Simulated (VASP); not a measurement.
The system is Ta.

```xyz
2
Lattice="2.9004 0.0000 0.0000 -1.4502 2.5118 0.0000 0.0000 0.0000 5.1663" Properties=species:S:1:pos:R:3 pbc="T T T"
Ta    0.0000    1.6745    1.2916
Ta    1.4502    0.8373    3.8747
```

This isn't the form of Ta at room conditions, which is bcc.

* Program: VASP 6.6.1
* Task: relaxation of cell and atoms
* Functional: BLYP
* Dispersion: D3(BJ)
* Potentials or basis: VASP PAW PBE potentials, release 64 (Ta_sv_GW)
* Cutoff: 500 eV
* k mesh: 11 × 11 × 5
* Occupations: fermi-dirac, width 0.05 eV
* Spin: no spin polarisation

At the start: pressure -9.4 GPa; volume 18.82 Å³/atom.

Q: Where does the relaxation end?

A: Over 4 steps the energy falls by 27.7 meV/atom and the volume is 17.93 Å³/atom (-4.7 %); space group P6_3/mmc (No. 194, to 0.1 Å) before and after.

The path:
```
step  energy change (eV)  largest force (eV/Å)  pressure (GPa)  volume (Å³)
   1              0.0000                0.0000           -9.39        37.64
   2              0.2888                0.0000           30.11        31.94
   3             -0.0552                0.0000           -0.55        35.94
   4             -0.0554                0.0000           -0.06        35.86
```

Final structure:
```xyz
2
Lattice="2.8498 0.0000 0.0000 -1.4249 2.4680 0.0000 0.0000 0.0000 5.0982" Properties=species:S:1:pos:R:3 pbc="T T T"
Ta    0.0000    1.6454    1.2746
Ta    1.4249    0.8227    3.8237
```

Caveat: the dispersion term is far too large for a dense solid, which distorts pressure and volume; the PAW data sets were made with another functional, which shifts forces and pressure a little.
